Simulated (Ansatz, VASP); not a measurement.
**P: VASP beside Ansatz**

```
CELL_PARAMETERS angstrom
4.62750 0.00000 0.00000
0.00000 3.29186 0.00000
0.00000 0.00000 27.81958
ATOMIC_POSITIONS crystal
P 0.09124 0.00000 0.37893
P 0.40876 0.50000 0.37893
P 0.59124 0.50000 0.30404
P 0.90876 0.00000 0.30404
```

Alike in both runs: task single point; functional r2SCAN; k mesh 6 × 8 × 1; no spin polarisation.

|  | VASP | Ansatz |
| --- | --- | --- |
| version | VASP 6.6.1 | Ansatz 0.2.0 |
| potentials or method | VASP PAW PBE potentials, release 64 (P) | plane waves, PAW |
| plane-wave cutoff (eV) | 520 | 500 |
| occupations | gaussian, width 0.01 eV | fixed |
| valence electrons in the cell | 20 | 20 |

Ansatz gave:

* gap on the k mesh at the Fermi level (eV): 1.09
* rms of the force components (eV/Å): 0.001

Which values does VASP return?

gap on the k mesh at the Fermi level (eV): 1.12; rms of the force components (eV/Å): 0.057.

VASP's potentials were made for PBE, not for r2SCAN. Atom by atom the forces differ by 0.057 eV/Å (rms over components).
